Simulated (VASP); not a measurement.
Write the native input for VASP 6.6.1 that does the following.

```yaml
Task: single point
Functional: PBE
Potentials_or_basis: VASP PAW PBE potentials, release 64 (Pt)
Cutoff: 520 eV
k_mesh: 15 × 15 × 8
Occupations: fermi-dirac, width 0.05 eV
Spin: collinear spin
Starting_moments: "[1.0, 1.0] μB"
Dipole_correction: no
Further_INCAR_settings: ALGO = Normal; EDIFF = 1e-06; NBANDS = 21
```

The structure of Pt lies in POSCAR:

```
Pt
1.0
    2.8660450709      0.0000000000      0.0000000000
   -1.4330225354      2.4820678398      0.0000000000
    0.0000000000      0.0000000000      4.9604450509
Pt
2
Direct
    0.3333333333      0.6666666667      0.2500000000
    0.6666666667      0.3333333333      0.7500000000
```

This isn't the form of Pt at room conditions, which is fcc.

One way to write it, as run:

INCAR

```
PREC = Accurate
ENCUT = 520
EDIFF = 1E-6
ISMEAR = -1
SIGMA = 0.05
LREAL = False
LASPH = True
NELM = 150
ALGO = Normal
ISIF = 2
LWAVE = False
LCHARG = False
ISPIN = 2
MAGMOM = 1 1
LORBIT = 11
LMAXMIX = 4
GGA = PE
NBANDS = 21
```

KPOINTS

```
Automatic mesh
0
Gamma
  15 15 8
```

Potentials or basis: VASP PAW PBE potentials, release 64 (Pt).

Run with:

```sh
$ cat potpaw_PBE.64/Pt/POTCAR > POTCAR
$ mpirun -np 1 vasp_std > vasp.out
```

It gave:

```json
{
  "Pressure": "-20.4 GPa",
  "Band gap on the k mesh": "zero (filled and empty bands overlap)",
  "Net moment": "0.00 μB per cell",
  "Valence electrons inside the program's atomic spheres": "Pt 8.96"
}
```

Caveat: the cell stands under tension; spin-orbit coupling is left out, which moves the levels of the heavy elements.

Run time: 76 s on 1 thread of Intel(R) Xeon(R) 6975P-C (Granite Rapids), on a shared host, peak memory 0.27 GiB.
